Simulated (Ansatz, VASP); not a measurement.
# Two plane-wave programs on BN

```xyz
4
Lattice="2.3496 0.0000 0.0000 -1.1748 2.0348 0.0000 0.0000 0.0000 4.2269" Properties=species:S:1:pos:R:3 pbc="T T T"
B     1.1748    0.6783    4.2257
B     0.0000    1.3566    2.1123
N     1.1748    0.6783    2.6430
N     0.0000    1.3566    0.5295
```

Change from the starting cell: strain -0.080 along x and y, +0.000 along z, atoms carried along.

Alike in both runs: task single point; functional PBE; k mesh 12 × 12 × 6; occupations gaussian, width 0.05 eV; no spin polarisation.

```csv
,VASP,Ansatz
version,VASP 6.6.1,Ansatz 0.2.0
potentials or method,"VASP PAW PBE potentials, release 64 (B, N), cutoff 520 eV","scalar-relativistic, plane waves, PAW"
valence electrons in the cell,16,16
```

```csv
,VASP,Ansatz,Ansatz less VASP
gap on the k mesh at the Fermi level (eV),4.46,4.49,+0.024
least direct gap on the mesh (eV),6.44,6.46,+0.011
pressure (GPa),88.8,88.1,-0.74
"traceless stress, the component that is largest in VASP (GPa)",-76.03,-75.58,+0.457
rms of the force components (eV/Å),0.390,0.381,-0.0090
```

Atom by atom the forces differ by 0.009 eV/Å (rms over components). Both programs put the cell under a high pressure, so it lies far from rest at this level.

Noted on VASP's run: the cell as given lies far from equilibrium.
